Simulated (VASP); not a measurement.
# Sn2F (Pn-3m) in VASP: a series of runs

Runs on Sn2F. Level: PBE. Tasks: single point, relaxation of cell and atoms.

Program: VASP 6.6.1. These are calculated values, not measurements. Logs are shortened: lines on timing, memory, paths and dates and some standing lists are left out, and cuts for length are marked.

## Step 1: The cell of the first run

It takes space group Pn-3m (No. 224, cubic). The conventional cell has a = 5.195 Å, b = 5.195 Å, c = 5.195 Å, α = 90.00°, β = 90.00°, γ = 90.00°. Within 3.0 Å of Sn (site symmetry -3m) lie 2 F at 2.25 Å. Within 3.0 Å of F (site symmetry -43m) lie 4 Sn at 2.25 Å.

## Step 2: Single point, PBE

Contents of INCAR:

```
SYSTEM = Sn2F
PREC = Accurate
ENCUT = 520
EDIFF = 1E-6
ISMEAR = 0
SIGMA = 0.1
LREAL = .FALSE.
LASPH = .TRUE.
NELM = 80
ALGO = Normal
ISIF = 2
LWAVE = .FALSE.
LCHARG = .TRUE.
GGA = PE
LELF = .TRUE.
LVHAR = .TRUE.
NBANDS = 44
```

Contents of KPOINTS:

```
regular mesh
0
G
  4 4 4
  0 0 0
```

Contents of POSCAR:

```
Sn2F
1.0
    5.1948087023      0.0000000000      0.0000000000
    0.0000000000      5.1948087023      0.0000000000
    0.0000000000      0.0000000000      5.1948087023
Sn F
4 2
Direct
    0.2500000000      0.2500000000      0.2500000000
    0.2500000000      0.7500000000      0.7500000000
    0.7500000000      0.7500000000      0.2500000000
    0.7500000000      0.2500000000      0.7500000000
    0.0000000000      0.0000000000      0.0000000000
    0.5000000000      0.5000000000      0.5000000000
```

Potentials or basis: VASP PAW PBE potentials, release 64 (Sn_d, F).

The run is started by

```sh
$ cat potpaw_PBE.64/Sn_d/POTCAR potpaw_PBE.64/F/POTCAR > POTCAR
$ mpirun -np 1 vasp_std > vasp.out
```

OUTCAR:

```text
SYSTEM = Sn2F
   PREC = Accurate
   ENCUT = 520
   EDIFF = 1E-6
   ISMEAR = 0
   LREAL = .FALSE.
   LASPH = .TRUE.
   NELM = 80
   ISIF = 2
   GGA = PE

 ion  position               nearest neighbor table
   1  0.250  0.250  0.250-   5 2.25   6 2.25   4 3.67   2 3.67   3 3.67   2 3.67   4 3.67   2 3.67
                             3 3.67   2 3.67   3 3.67   4 3.67   4 3.67   3 3.67
   2  0.250  0.750  0.750-   5 2.25   6 2.25   4 3.67   1 3.67   3 3.67   1 3.67   3 3.67   1 3.67
                             4 3.67   1 3.67   3 3.67   4 3.67   3 3.67   4 3.67
   3  0.750  0.750  0.250-   5 2.25   6 2.25   4 3.67   1 3.67   2 3.67   2 3.67   4 3.67   1 3.67
                             4 3.67   4 3.67   1 3.67   2 3.67   2 3.67   1 3.67
   4  0.750  0.250  0.750-   5 2.25   6 2.25   3 3.67   1 3.67   2 3.67   1 3.67   3 3.67   2 3.67
                             3 3.67   3 3.67   1 3.67   2 3.67   1 3.67   2 3.67
   5  0.000  0.000  0.000-   1 2.25   2 2.25   3 2.25   4 2.25
   6  0.500  0.500  0.500-   1 2.25   2 2.25   3 2.25   4 2.25

  LATTYP: Found a simple cubic cell.
 ALAT       =     5.1948087023

  Lattice vectors:

 A1 = (   5.1948087023,   0.0000000000,   0.0000000000)
 A2 = (   0.0000000000,   5.1948087023,   0.0000000000)
 A3 = (   0.0000000000,   0.0000000000,   5.1948087023)

Analysis of symmetry for initial positions (statically):
=====================================================================
 Subroutine PRICEL returns:
 Original cell was already a primitive cell.

 Routine SETGRP: Setting up the symmetry group for a
 simple cubic supercell.

 Subroutine GETGRP returns: Found 48 space group operations
 (whereof 24 operations were pure point group operations)
 out of a pool of 48 trial point group operations.

The static configuration has the point symmetry T_d .
 The point group associated with its full space group is O_h .

Analysis of symmetry for dynamics (positions and initial velocities):
=====================================================================
 Subroutine PRICEL returns:
 Original cell was already a primitive cell.

 Routine SETGRP: Setting up the symmetry group for a
 simple cubic supercell.

 Subroutine GETGRP returns: Found 48 space group operations
 (whereof 24 operations were pure point group operations)
 out of a pool of 48 trial point group operations.

The dynamic configuration has the point symmetry T_d .
 The point group associated with its full space group is O_h .
[... 93 lines left out ...]
   LREAL  =      F    real-space projection
   EDIFFG = 0.1E-04   stopping-criterion for IOM
   NSW    =      0    number of steps for IOM
   IBRION =     -1    ionic relax: 0-MD 1-quasi-New 2-CG
   NFREE  =      0    steps in history (QN), initial steepest desc. (CG)
   ISIF   =      2    stress and relaxation
   ISYM   =      2    0-nonsym 1-usesym 2-fastsym
   POTIM  = 0.5000    time-step for ionic-motion
   TEBEG  =    0.0;   TEEND  =   0.0 temperature during run
   PSTRESS=    0.0 pullay stress
   NELECT =      70.0000    total number of electrons
   NUPDOWN=      -1.0000    fix difference up-down
   EMIN   =  10.00;   EMAX   =-10.00  energy-range for DOS
   EFERMI =   0.00;   METHOD = LEGACY
   ISMEAR =     0;   SIGMA  =   0.10  broadening in eV -4-tet -1-fermi 0-gaus
   EFERMI_NEDOS =   21; number of points for ismear=-14 and -15
   IALGO  =     38    algorithm
   IMIX   =      4    mixing-type and parameters
     AMIX     =   0.40;   BMIX     =  1.00
     AMIX_MAG =   1.60;   BMIX_MAG =  1.00
  volume/ion in A,a.u.               =      23.36       157.67
  Fermi-wavevector in a.u.,A,eV,Ry     =   1.298787  2.454352 22.950958  1.686848
  Thomas-Fermi vector in A             =   2.430093
   LORBIT       =      0    0 simple, 1 ext, 2 COOP (PROOUT), +10 PAW based schemes
   GGA     = PE    functional components
   LHFCALC =     F    Hartree Fock is set to
   AEXX    =    0.0000 exact exchange contribution
   IVDW    =     0    specifies the selected vdW correction
   LEPSILON=     F    determine dielectric tensor
   LRPA    =     F    only Hartree local field effects (RPA)
 non-spin polarized calculation
 Gauss-broadening in eV      SIGMA  =   0.10
  energy-cutoff  :      520.00
  volume of cell :      140.19
 maximum number of plane-waves:      3840
 NGX is ok and might be reduce to    40
   NGX = 19   NGY = 19   NGZ = 19

 number of electron      69.9999936 magnetization

 Free energy of the ion-electron system (eV)
  ---------------------------------------------------
  ext. energy  EPLUGINS =         0.00000000
  ---------------------------------------------------
  free energy    TOTEN  =       -22.76206569 eV

  energy without entropy =      -22.74923053  energy(sigma->0) =      -22.75564811

 E-fermi :   6.8122     XC(G=0):  -9.7772

 val. band max:        6.7440401471   @ k =   0.2500   0.0000   0.0000
 cond. band min:       6.8626370507   @ k =   0.2500   0.2500   0.2500
 fundamental gap:      0.1185969036
 Fermi energy:         6.8122181601

 k-point     1 :       0.0000    0.0000    0.0000
  band No.  band energies     occupation
      1     -20.0330      2.00000
      2     -19.7460      2.00000
      3     -15.3211      2.00000
      4     -15.3211      2.00000
      5     -15.3211      2.00000
      6     -15.2438      2.00000
[... 459 lines left out ...]
     43      12.6207      0.00000
     44      12.6207      0.00000

------------------------ aborting loop because EDIFF is reached ----------------------------------------

  FORCE on cell =-STRESS in cart. coord.  units (eV):
  Direction    XX          YY          ZZ          XY          YZ          ZX
  --------------------------------------------------------------------------------------
  -------------------------------------------------------------------------------------
  Total        6.3472618      6.3472618      6.3472618      0.0000000     -0.0000000      0.0000000
  in kB       72.5417978     72.5417978     72.5417978      0.0000000     -0.0000000      0.0000000
  external PRESSURE =      72.5417978 kB  Pullay stress =       0.0000000 kB

 VOLUME and BASIS-vectors are now :
 -----------------------------------------------------------------------------
  energy-cutoff  :      520.00
  volume of cell :      140.19
      direct lattice vectors                 reciprocal lattice vectors
     5.194808702  0.000000000  0.000000000     0.192499870  0.000000000  0.000000000
     0.000000000  5.194808702  0.000000000     0.000000000  0.192499870  0.000000000
     0.000000000  0.000000000  5.194808702     0.000000000  0.000000000  0.192499870

 POSITION                                       TOTAL-FORCE (eV/Angst)
 -----------------------------------------------------------------------------------
      1.29870      1.29870      1.29870        -0.000000      0.000000     -0.000000
      1.29870      3.89611      3.89611        -0.000000      0.000000      0.000000
      3.89611      3.89611      1.29870         0.000000     -0.000000      0.000000
      3.89611      1.29870      3.89611        -0.000000      0.000000     -0.000000
      0.00000      0.00000      0.00000         0.000000     -0.000000      0.000000
      2.59740      2.59740      2.59740         0.000000     -0.000000      0.000000
 -----------------------------------------------------------------------------------
    total drift:                                0.000000      0.000000     -0.000000

  FREE ENERGIE OF THE ION-ELECTRON SYSTEM (eV)
  ---------------------------------------------------
  free  energy   TOTEN  =       -22.7620656917 eV

  energy  without entropy=      -22.7492305331  energy(sigma->0) =      -22.75564811
```

OSZICAR:

```text
N       E                     dE             d eps       ncg     rms          rms(c)
DAV:   1     0.851187077644E+03    0.85119E+03   -0.33993E+04   924   0.240E+03
DAV:   2     0.132860899034E+03   -0.71833E+03   -0.69767E+03   888   0.663E+02
DAV:   3    -0.128335861434E+02   -0.14569E+03   -0.14247E+03   980   0.231E+02
DAV:   4    -0.235466008125E+02   -0.10713E+02   -0.10478E+02  1000   0.640E+01
DAV:   5    -0.238446224180E+02   -0.29802E+00   -0.29756E+00   976   0.118E+01    0.734E+00
DAV:   6    -0.227080545421E+02    0.11366E+01   -0.41630E+00  1284   0.138E+01    0.281E+00
DAV:   7    -0.227620952374E+02   -0.54041E-01   -0.78520E-01   932   0.373E+00    0.155E+00
DAV:   8    -0.227674583983E+02   -0.53632E-02   -0.11481E-01  1116   0.234E+00    0.609E-01
DAV:   9    -0.227615012029E+02    0.59572E-02   -0.30114E-02  1124   0.143E+00    0.691E-02
DAV:  10    -0.227620235215E+02   -0.52232E-03   -0.56281E-03   908   0.405E-01    0.562E-02
DAV:  11    -0.227620627676E+02   -0.39246E-04   -0.40513E-04  1216   0.116E-01    0.230E-02
DAV:  12    -0.227620757832E+02   -0.13016E-04   -0.39734E-05  1080   0.565E-02    0.232E-02
DAV:  13    -0.227620654268E+02    0.10356E-04   -0.13963E-05   992   0.380E-02    0.588E-03
DAV:  14    -0.227620656917E+02   -0.26493E-06   -0.89050E-06   892   0.136E-02
   1 F= -.22762066E+02 E0= -.22755648E+02  d E =-.128352E-01
```

stdout:

```text
POSCAR found type information on POSCAR SnF
 POSCAR found :  2 types and       6 ions
 scaLAPACK will be used
 LDA part: xc-table for (Slater+PW92), standard interpolation
 POSCAR, INCAR and KPOINTS ok, starting setup
 FFT: planning ... GRIDC
 FFT: planning ... GRID_SOFT
 FFT: planning ... GRID
 WAVECAR not read
 entering main loop
```

It took 55 s on 1 thread of Oxide Virtual Turin-like, shared host; peak memory 0.21 GiB.

What came out:

* Free energy: -22.7621 eV
* Pressure: 7.3 GPa
* Band gap on the k mesh: zero (bands 35 and 36 overlap by 1.34 eV)

Caveat: the cell stands under pressure; spin-orbit coupling is left out, which moves the levels of the heavy elements.

## Step 3: Single point, PBE

This run uses another cell than the first one, of 26.56 Å³/atom.

Contents of INCAR:

```
SYSTEM = Sn2F
PREC     = Accurate       ! precision mode
ENCUT    = 520            ! plane-wave cutoff, eV
EDIFF    = 1E-6           ! SCF threshold, eV
ISMEAR   = 0              ! smearing method
SIGMA    = 0.1            ! smearing width, eV
LREAL    = .False.        ! projectors in reciprocal space
LASPH    = .True.         ! aspherical terms in the spheres
NELM     = 100            ! most SCF steps
ALGO     = Normal         ! electronic algorithm
ISIF     = 2              ! what is computed and relaxed
LWAVE    = .False.        ! write WAVECAR
LCHARG   = .True.         ! write CHGCAR
GGA      = PE             ! functional
LELF     = .True.         ! ELF
LVHAR    = .True.       
NBANDS   = 44             ! bands
```

Contents of KPOINTS:

```
regular mesh
0
Gamma
  4 4 4
  0 0 0
```

POSCAR, as its differences from that of step 2:

```diff
@@ -2,5 +2,5 @@
 1.0
-    5.1948087023      0.0000000000      0.0000000000
-    0.0000000000      5.1948087023      0.0000000000
-    0.0000000000      0.0000000000      5.1948087023
+    5.4213665014      0.0000000000      0.0000000000
+    0.0000000000      5.4213665014      0.0000000000
+    0.0000000000      0.0000000000      5.4213665014
 Sn F
```

Potentials or basis: VASP PAW PBE potentials, release 64 (Sn_d, F).

The run is started by

```sh
$ cat potpaw_PBE.64/Sn_d/POTCAR potpaw_PBE.64/F/POTCAR > POTCAR
$ mpirun -np 1 vasp_std > vasp.out
```

Wall time 84 s (1 thread of Oxide Virtual Turin-like, shared host); peak memory 0.22 GiB.

Results (log left out):

| Quantity | Value |
| --- | --- |
| Free energy | -23.1864 eV |
| Pressure | 0.3 GPa |
| Band gap on the k mesh | zero (bands 35 and 36 overlap by 1.10 eV) |

Levels at points of the mesh, in eV from the Fermi level:
```tsv
k point	band 31	band 32	band 33	band 34	band 35	band 36	band 37	band 38	band 39	band 40
(0.00, 0.00, 0.00)	-3.75	-3.75	-2.72	-2.72	0.36	1.16	1.16	1.16	3.47	3.47
(0.50, 0.00, 0.00)	-3.86	-3.86	-1.41	-1.41	0.09	0.09	0.67	0.67	2.19	2.19
(0.50, 0.50, 0.00)	-4.58	-4.58	-1.24	-1.24	0.05	0.05	0.65	0.65	1.95	1.95
(0.50, 0.50, 0.50)	-4.59	-4.59	-2.50	-2.50	-2.50	-0.74	3.26	3.26	3.40	3.40
```

Caveat: spin-orbit coupling is left out, which moves the levels of the heavy elements.

## Step 4: Single point, PBE

This run uses another cell than the first one, of 26.76 Å³/atom.

Contents of INCAR:

```
SYSTEM = Sn2F
PREC = Accurate ; ENCUT = 520
EDIFF = 1E-6 ; ISMEAR = 0
SIGMA = 0.1 ; LREAL = .False.
LASPH = .True. ; NELM = 60
ALGO = Fast ; ISIF = 2
LWAVE = .False. ; LCHARG = .True.
GGA = PE ; LELF = .True.
LVHAR = .True. ; NBANDS = 44
```

Contents of KPOINTS:

```
Automatic mesh
0
Gamma
  8 8 8
  0 0 0
```

POSCAR, as its differences from that of step 3:

```diff
@@ -2,5 +2,5 @@
 1.0
-    5.4213665014      0.0000000000      0.0000000000
-    0.0000000000      5.4213665014      0.0000000000
-    0.0000000000      0.0000000000      5.4213665014
+    5.4349629253      0.0000000000      0.0000000000
+    0.0000000000      5.4349629253      0.0000000000
+    0.0000000000      0.0000000000      5.4349629253
 Sn F
```

The run is started by

```sh
$ cat potpaw_PBE.64/Sn_d/POTCAR potpaw_PBE.64/F/POTCAR > POTCAR
$ mpirun -np 1 vasp_std > vasp.out
```

Run time: 5.2 min. Hardware: 1 thread of Oxide Virtual Turin-like, shared host; peak memory 0.32 GiB.

Results (log left out):

```yaml
Free_energy: -23.2183 eV
Pressure: 0.0 GPa
Band_gap_on_the_k_mesh: zero (bands 35 and 36 overlap by 1.25 eV)
```

Levels at points of the mesh, in eV from the Fermi level:
```tsv
k point	band 31	band 32	band 33	band 34	band 35	band 36	band 37	band 38	band 39	band 40
(0.00, 0.00, 0.00)	-3.65	-3.65	-2.59	-2.59	0.46	1.27	1.27	1.27	3.55	3.55
(0.50, 0.00, 0.00)	-3.77	-3.77	-1.29	-1.29	0.19	0.19	0.78	0.78	2.28	2.28
(0.50, 0.50, 0.00)	-4.47	-4.47	-1.13	-1.13	0.15	0.15	0.75	0.75	2.04	2.04
(0.50, 0.50, 0.50)	-4.48	-4.48	-2.37	-2.37	-2.37	-0.63	3.34	3.34	3.48	3.48
```

Caveat: spin-orbit coupling is left out, which moves the levels of the heavy elements.

## Step 5: Relaxation of cell and atoms, PBE

Contents of INCAR:

```
PREC = Accurate
ENCUT = 600
EDIFF = 1E-6
ISMEAR = 0
SIGMA = 0.1
LREAL = F
LASPH = T
NELM = 60
ALGO = Fast
ISIF = 3
LWAVE = F
LCHARG = F
GGA = PE
IBRION = 2
NSW = 90
EDIFFG = -0.04
```

Contents of KPOINTS:

```
regular mesh
0
Gamma
  4 4 4
```

POSCAR, as its differences from that of step 4:

```diff
@@ -2,5 +2,5 @@
 1.0
-    5.4349629253      0.0000000000      0.0000000000
-    0.0000000000      5.4349629253      0.0000000000
-    0.0000000000      0.0000000000      5.4349629253
+    5.1948087023      0.0000000000      0.0000000000
+    0.0000000000      5.1948087023      0.0000000000
+    0.0000000000      0.0000000000      5.1948087023
 Sn F
```

The run is started by

```sh
$ cat potpaw_PBE.64/Sn_d/POTCAR potpaw_PBE.64/F/POTCAR > POTCAR
$ mpirun -np 1 vasp_std > vasp.out
```

Wall time 5.6 min (1 thread of Oxide Virtual Turin-like, shared host); peak memory 0.25 GiB.

The run converged. Its results:

| Quantity | Value |
| --- | --- |
| Free energy | -23.1781 eV |
| Relaxed volume | 26.74 Å³/atom |
| Relaxed cell | a = 5.434 Å, b = 5.434 Å, c = 5.434 Å, α = 90.00°, β = 90.00°, γ = 90.00° |
| Space group after relaxing (to 0.1 Å) | Pn-3m (No. 224) |
| Energy gained by relaxing | 68.4 meV/atom |
| Ionic steps | 3 |
| Pressure after relaxing | 0.1 GPa |
| Band gap on the k mesh | zero (bands 35 and 36 overlap by 1.09 eV) |

The path:
```csv
step,energy change (eV),largest force (eV/Å),pressure (GPa),volume (Å³)
1,0.0000,0.0000,7.26,140.19
2,-0.4066,0.0000,-0.54,162.79
3,-0.4101,0.0000,0.06,160.46
```

Final structure:
```cif
data_structure
_symmetry_space_group_name_H-M 'P 1'
_symmetry_Int_Tables_number 1
_cell_length_a 5.4341
_cell_length_b 5.4341
_cell_length_c 5.4341
_cell_angle_alpha 90.000
_cell_angle_beta 90.000
_cell_angle_gamma 90.000
_cell_volume 160.46
loop_
_atom_site_label
_atom_site_type_symbol
_atom_site_fract_x
_atom_site_fract_y
_atom_site_fract_z
_atom_site_occupancy
Sn1 Sn 0.25000 0.25000 0.25000 1
Sn2 Sn 0.25000 0.75000 0.75000 1
Sn3 Sn 0.75000 0.75000 0.25000 1
Sn4 Sn 0.75000 0.25000 0.75000 1
F1 F 0.00000 0.00000 0.00000 1
F2 F 0.50000 0.50000 0.50000 1
```

Levels at points of the mesh, in eV from the Fermi level:
```tsv
k point	band 33	band 34	band 35	band 36	band 37	band 38
(0.00, 0.00, 0.00)	-2.70	-2.70	0.36	1.16	1.16	1.16
(0.50, 0.00, 0.00)	-1.39	-1.39	0.09	0.09	0.67	0.67
(0.50, 0.50, 0.00)	-1.23	-1.23	0.05	0.05	0.65	0.65
(0.50, 0.50, 0.50)	-2.47	-2.47	-2.47	-0.73	3.24	3.24
```

Caveat: spin-orbit coupling is left out, which moves the levels of the heavy elements.

## Step 6: The runs side by side

| task | cell | k mesh | cutoff (eV) | gap on the mesh (eV) | pressure (GPa) |
| --- | --- | --- | --- | --- | --- |
| single point | a = 5.195 Å, 6 atoms | 4 × 4 × 4 | 520 | none | 7.3 |
| single point | a = 5.421 Å, 6 atoms | 4 × 4 × 4 | 520 | none | 0.3 |
| single point | a = 5.435 Å, 6 atoms | 8 × 8 × 8 | 520 | none | 0.0 |
| relaxation of cell and atoms | relaxed from a = 5.195 Å, 6 atoms | 4 × 4 × 4 | 600 | none | 0.1 |

Alike in all rows: level PBE; potentials or basis VASP PAW PBE potentials, release 64 (Sn_d, F); no spin polarisation; smearing gaussian 0.1 eV.

Caveats: spin-orbit coupling is left out, which moves the levels of the heavy elements; the cell stands under pressure (at least some runs).

Total energies depend on the potentials used, so only differences within one code and one set of settings carry meaning.

The gap in the log of VASP goes by the Fermi energy; the results here count the filled bands.